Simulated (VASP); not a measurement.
Al3O: single point with PBE

Al3O, a slab with vacuum:

```xyz
4
Lattice="2.8572 0.0000 0.0000 -1.4286 2.4744 0.0000 0.0000 0.0000 20.1016" Properties=species:S:1:pos:R:3 pbc="T T T"
Al    1.4286    0.8248    4.0000
Al    0.0000    1.6496    6.3009
Al    0.0000    0.0000    8.6016
O    -0.4762    1.6496    9.5741
```

```yaml
Program: VASP 6.6.1
Task: single point
Functional: PBE
Potentials_or_basis: VASP PAW PBE potentials, release 64 (Al, O)
Cutoff: 520 eV
k_mesh: 9 × 9 × 1
Occupations: gaussian, width 0.1 eV
Spin: no spin polarisation
Dipole_correction: yes
Further_INCAR_settings: ALGO = Normal; EDIFF = 1e-07; NBANDS = 16
```

```
Largest force : 5.700 eV/Å
```

Forces on the atoms (eV/Å):
```
Al  -0.007  0.000 -0.157
Al   0.122  0.002 -0.064
Al  -4.476  3.525  0.162
O    4.362 -3.527  0.060
```

Levels at points of the mesh, in eV from the Fermi level:
```
           k point  band 5  band 6  band 7  band 8  band 9  band 10
(0.00, 0.00, 0.00)   -2.93   -2.66   -1.69    0.51    3.32     4.73
```

Wall time 2.3 min on 1 thread of Intel(R) Xeon(R) Platinum 8488C (Sapphire Rapids), with other jobs on the host, peak memory 0.3 GiB.

Caveat: an odd number of electrons without spin polarisation forces a metal; a magnetic or distorted state may lie lower.
